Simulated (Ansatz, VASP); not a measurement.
# Be: VASP beside Ansatz

```
Be
1.0
     3.74681    0.00000    0.00000
     0.00000    3.74681    0.00000
     0.00000    0.00000    2.28128
Be
4
Direct
  0.29741 0.29741 0.00000
  0.70259 0.70259 0.00000
  0.20259 0.79741 0.50000
  0.79741 0.20259 0.50000
```

Alike in both runs: task electric field gradients; functional PBEsol; k mesh 9 × 9 × 14; occupations fermi-dirac, width 0.05 eV; no spin polarisation.

|  | VASP | Ansatz |
| --- | --- | --- |
| version | VASP 6.6.1 | Ansatz 0.2.0 |
| potentials or method | VASP PAW PBE potentials, release 64 (Be) | PAW with Ansatz's default frozen-core files, scalar-relativistic |
| plane-wave cutoff (eV) | 520 | 420 |
| valence electrons in the cell | 8 | 8 |

VASP gave:

```
pressure (GPa)                                                : -0.7
traceless stress, the component that is largest in VASP (GPa) : -0.80
size of Vzz on the site where it differs most (V/Å²)          : 1.7
```

Task: What did Ansatz give for the same quantities?

Result: Pressure (GPa): -1.1; traceless stress, the component that is largest in VASP (GPa): -0.81; size of Vzz on the site where it differs most (V/Å²): 1.4.

VASP's potentials were made for PBE, not for PBEsol. With one functional, cell and mesh, what is left measures potentials, basis and numerics.
